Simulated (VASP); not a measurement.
# Al in VASP: single point with PBE+D3(BJ)

Aim: the single point of Al with PBE+D3(BJ).

All numbers are computed with VASP 6.6.1; they aren't measurements. Logs are shortened: lines on timing, memory, paths and dates and some standing lists are left out, and cuts for length are marked.

### 1 The cell of the first run

The cell holds a slab with vacuum, 12 atoms: a = 4.811 Å, b = 4.811 Å, c = 29.341 Å, α = 90.00°, β = 90.00°, γ = 120.00°.

### 2 Single point, PBE+D3(BJ)

File INCAR:

```
SYSTEM = Al
PREC = Accurate ; ENCUT = 400
EDIFF = 1E-6 ; ISMEAR = 1
SIGMA = 0.1 ; LREAL = .FALSE.
LASPH = .TRUE. ; NELM = 120
ALGO = Normal ; ISIF = 2
LWAVE = .FALSE. ; LCHARG = .FALSE.
LDIPOL = .TRUE. ; IDIPOL = 3
DIPOL = 0.5 0.5 0.675 ; GGA = PE
IVDW = 12 ; NBANDS = 30
GGA_COMPAT = .FALSE. ; NELMDL = -8
```

File KPOINTS:

```
Automatic mesh
0
G
  9 9 1
  0 0 0
```

File POSCAR:

```
Al
1.0
    4.8111003134      0.0000000000      0.0000000000
   -2.4055501567      4.1665350613      0.0000000000
    0.0000000000      0.0000000000     29.3411004463
Al
12
Direct
    0.9831485860      0.3990741729      0.5287179147
    0.3237946720      1.0556088883      0.5555585645
    0.6504707496      0.7199646717      0.5551442598
    0.3183797965      0.3800877927      0.6359787093
    0.6601519430      1.0504573705      0.6359611260
    0.9888544414      0.7089611548      0.6323724321
    0.6590947990      0.3769692997      0.7179450924
    0.9902709261      1.0437391507      0.7157754649
    0.3218317297      0.7083271818      0.7178216928
    0.9913460544      0.3750133130      0.8005694804
    0.3265067982      1.0441978180      0.7994827619
    0.6558863430      0.7089706416      0.7994607999
```

Potentials or basis: VASP PAW PBE potentials, release 64 (Al).

Run with:

```
$ cat potpaw_PBE.64/Al/POTCAR > POTCAR
$ mpirun -np 1 vasp_std > vasp.out
```

OUTCAR:

```text
SYSTEM = Al
   PREC = Accurate
   ENCUT = 400
   EDIFF = 1E-6
   ISMEAR = 1
   LREAL = .FALSE.
   LASPH = .TRUE.
   NELM = 120
   ISIF = 2
   GGA = PE
   IVDW = 12
   NELMDL = -8
 IVDW          = 12

 ion  position               nearest neighbor table
   1  0.983  0.399  0.529-   3 2.83   2 2.85   2 2.86   3 2.89   3 2.93   2 2.96
   2  0.324  0.056  0.556-   3 2.76   3 2.77   6 2.79   3 2.81   4 2.84   1 2.85   1 2.86   5 2.87
                             1 2.96
   3  0.650  0.720  0.555-   2 2.76   2 2.77   2 2.81   6 2.81   1 2.83   5 2.84   4 2.87   1 2.89
                             1 2.93
   4  0.318  0.380  0.636-   5 2.74   6 2.75   5 2.79   6 2.80   5 2.80   6 2.80   8 2.84   2 2.84
                             9 2.87   3 2.87   7 2.91
   5  0.660  0.050  0.636-   4 2.74   6 2.75   4 2.79   6 2.79   4 2.80   6 2.80   8 2.84   3 2.84
                             2 2.87   7 2.87   9 2.91
   6  0.989  0.709  0.632-   4 2.75   5 2.75   2 2.79   5 2.79   4 2.80   4 2.80   5 2.80   3 2.81
                             8 2.93   7 2.97   9 2.98
   7  0.659  0.377  0.718-   9 2.76   8 2.77   8 2.78   9 2.79   9 2.79   8 2.79   5 2.87  11 2.88
                            12 2.88  10 2.91   4 2.91   6 2.97
   8  0.990  0.044  0.716-   7 2.77   9 2.77   7 2.78   9 2.78   9 2.79   7 2.79   4 2.84   5 2.84
                             6 2.93  12 2.94  11 2.94  10 2.95
   9  0.322  0.708  0.718-   7 2.76   8 2.77   8 2.78   8 2.79   7 2.79   7 2.79   4 2.87  12 2.88
                            11 2.88  10 2.91   5 2.91   6 2.98
  10  0.991  0.375  0.801-  12 2.77  11 2.77  11 2.78  12 2.78  11 2.79  12 2.79   9 2.91   7 2.91
                             8 2.95
  11  0.327  0.044  0.799-  12 2.77  12 2.77  10 2.77  10 2.78  10 2.79  12 2.79   7 2.88   9 2.88
                             8 2.94
  12  0.656  0.709  0.799-  10 2.77  11 2.77  11 2.77  10 2.78  10 2.79  11 2.79   7 2.88   9 2.88
                             8 2.94

  LATTYP: Found a hexagonal cell.
 ALAT       =     4.8111003134
 C/A-ratio  =     6.0986257893

  Lattice vectors:

 A1 = (   4.8111003134,   0.0000000000,   0.0000000000)
 A2 = (  -2.4055501567,   4.1665350613,   0.0000000000)
 A3 = (   0.0000000000,   0.0000000000,  29.3411004463)

Analysis of symmetry for initial positions (statically):
=====================================================================
 Subroutine PRICEL returns:
 Original cell was already a primitive cell.

 Routine SETGRP: Setting up the symmetry group for a
 hexagonal supercell.

 Subroutine GETGRP returns: Found  1 space group operations
[... 157 lines left out ...]
     AMIX_MAG =   1.60;   BMIX_MAG =  1.00
  volume/ion in A,a.u.               =      49.01       330.76
  Fermi-wavevector in a.u.,A,eV,Ry     =   0.645174  1.219203  5.663423  0.416250
  Thomas-Fermi vector in A             =   1.712744
   LORBIT       =      0    0 simple, 1 ext, 2 COOP (PROOUT), +10 PAW based schemes
   GGA     = PE    functional components
   LHFCALC =     F    Hartree Fock is set to
   AEXX    =    0.0000 exact exchange contribution
   IVDW    =    12    specifies the selected vdW correction
   LEPSILON=     F    determine dielectric tensor
   LRPA    =     F    only Hartree local field effects (RPA)
 non-spin polarized calculation
 Methfessel and Paxton  Order N= 1 SIGMA  =   0.10
  energy-cutoff  :      400.00
  volume of cell :      588.16
 maximum number of plane-waves:     10721
   NGX = 15   NGY = 15   NGZ = 95

 dipolmoment           0.000000      0.000000      0.000088 electrons x Angstroem

 number of electron      36.0000000 magnetization

 dipolmoment           0.000000      0.000000     -0.002241 electrons x Angstroem

 Free energy of the ion-electron system (eV)
  ---------------------------------------------------
  ext. energy  EPLUGINS =         0.00000000
  ---------------------------------------------------
  free energy    TOTEN  =       -42.43704794 eV

  energy without entropy =      -42.43152066  energy(sigma->0) =      -42.43520552

 E-fermi :   0.0278     XC(G=0):  -4.0867

 val. band max:        0.0231829039   @ k =   0.0000   0.3333   0.0000
 cond. band min:       0.0291694165   @ k =   0.4444  -0.1111   0.0000
 fundamental gap:      0.0059865125
 Fermi energy:         0.0278426323

 k-point     1 :       0.0000    0.0000    0.0000
  band No.  band energies     occupation
      1     -10.8603      2.00000
      2      -9.7770      2.00000
      3      -8.3257      2.00000
      4      -6.4688      2.00000
      5      -3.9494      2.00000
      6      -2.8005      2.00000
[... 781 lines left out ...]
     29       4.0049      0.00000
     30       4.2392      0.00000

 [... further k-points ...]

------------------------ aborting loop because EDIFF is reached ----------------------------------------

 vacuum level on the upper side and lower side of the slab       (xc-potential included)        -0.150        -0.127

 Edisp (eV)   -3.10352

 E8    (eV) :    -1.4354

  FORCE on cell =-STRESS in cart. coord.  units (eV):
  Direction    XX          YY          ZZ          XY          YZ          ZX
  --------------------------------------------------------------------------------------
  -------------------------------------------------------------------------------------
  Total      -3.60603    -3.64049    -1.65136    -0.01274     0.03971    -0.13742
  in kB      -9.82300    -9.91686    -4.49839    -0.03469     0.10818    -0.37434
  external pressure =       -8.08 kB  Pullay stress =        0.00 kB

 VOLUME and BASIS-vectors are now :
 -----------------------------------------------------------------------------
  energy-cutoff  :      400.00
  volume of cell :      588.16
      direct lattice vectors                 reciprocal lattice vectors
     4.811100313  0.000000000  0.000000000     0.207852660  0.120003790  0.000000000
    -2.405550157  4.166535061  0.000000000     0.000000000  0.240007581  0.000000000
     0.000000000  0.000000000 29.341100446     0.000000000  0.000000000  0.034081885

 POSITION                                       TOTAL-FORCE (eV/Angst)
 -----------------------------------------------------------------------------------
      3.77003      1.66276     15.51317         0.101682     -0.087941      0.629743
      1.42404      0.23170     16.30070        -0.083858      0.064072     -0.225514
      1.39757      2.99976     16.28854        -0.022155      0.058431     -0.198369
      0.61744      1.58365     18.66032         0.011586      0.022941     -0.068883
      3.05468      0.21023     18.65980        -0.031522      0.013145     -0.077734
      3.05204      2.95391     18.55450         0.041198     -0.083967      0.106650
      2.26415      1.57066     21.06530        -0.043675      0.022350     -0.092391
      4.65908      0.18224     21.00164         0.038796     -0.060639      0.095116
     -0.15555      2.95127     21.06168        -0.003710      0.048318     -0.078958
      3.86735      1.56251     23.48959        -0.006654      0.006195     -0.008261
      1.46454      0.18415     23.45770        -0.048302     -0.027606     -0.041282
      1.45007      2.95395     23.45706         0.046613      0.024702     -0.040115
 -----------------------------------------------------------------------------------
    total drift:                               -0.000004      0.000006     -0.000002

  FREE ENERGIE OF THE ION-ELECTRON SYSTEM (eV)
  ---------------------------------------------------
  free  energy   TOTEN  =       -45.5405654530 eV

  energy  without entropy=      -45.5350381687  energy(sigma->0) =      -45.53872302

 vacuum level on the upper side and lower side of the slab         3.985         4.008
```

Wall time 22 min (1 thread of Oxide Virtual Turin-like, shared host); peak memory 0.6 GiB.

What came out:

| Property | Result |
| --- | --- |
| Free energy | -45.5406 eV |
| Largest force | 0.644 eV/Å |
| Band gap on the k mesh | zero (bands 18 and 19 overlap by 1.13 eV) |
| Dispersion energy per atom | -0.259 eV |

Forces in eV/Å, atoms in the order of the input:
```
Al   0.102 -0.088  0.630
Al  -0.084  0.064 -0.226
Al  -0.022  0.058 -0.198
Al   0.012  0.023 -0.069
Al  -0.032  0.013 -0.078
Al   0.041 -0.084  0.107
Al  -0.044  0.022 -0.092
Al   0.039 -0.061  0.095
Al  -0.004  0.048 -0.079
Al  -0.007  0.006 -0.008
Al  -0.048 -0.028 -0.041
Al   0.047  0.025 -0.040
```
